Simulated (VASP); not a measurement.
Here is a VASP 6.6.1 calculation.

Contents of POSCAR:

```
NaF
1.0
    0.0000000000      2.5312613630      2.5312613630
    2.5312613630      0.0000000000      2.5312613630
    2.5312613630      2.5312613630      0.0000000000
Na F
1 1
Direct
    0.0000000000      0.0000000000      0.0000000000
    0.2500000000      0.2500000000      0.2500000000
```

INCAR.step1

```
ALGO = Normal
EDIFF = 1E-5
ENCUT = 520
GGA = PE
ISIF = 2
ISMEAR = 0
LASPH = T
LCHARG = F
LREAL = F
LWAVE = T
NBANDS = 14
NELM = 100
PREC = Accurate
SIGMA = 0.01
```

The input INCAR.step2:

```
ALGO = Normal
EDIFF = 1E-7
ENCUT = 520
GGA = PE
HFSCREEN = 0.2079
ISIF = 2
ISMEAR = 0
ISTART = 1
LASPH = T
LCHARG = F
LHFCALC = T
LREAL = F
LWAVE = F
NBANDS = 14
NELM = 100
PREC = Accurate
PRECFOCK = Normal
SIGMA = 0.01
```

The input KPOINTS:

```
k-points
0
Gamma
  6 6 6
```

Potentials or basis: VASP PAW PBE potentials, release 64 (Na_pv, F).

Command:

```sh
$ cat potpaw_PBE.64/Na_pv/POTCAR potpaw_PBE.64/F/POTCAR > POTCAR
$ cp INCAR.step1 INCAR
$ mpirun -np 1 vasp_std > vasp.out
$ cp INCAR.step2 INCAR
$ mpirun -np 1 vasp_std > vasp.out
```

(1) What does it give for the band gap on the k mesh?

(2) Estimate the pressure.

Answers

(1) 7.64 eV.

(2) 0.9 GPa.

Caveat: the PAW data sets were made with another functional, which shifts forces and pressure a little.
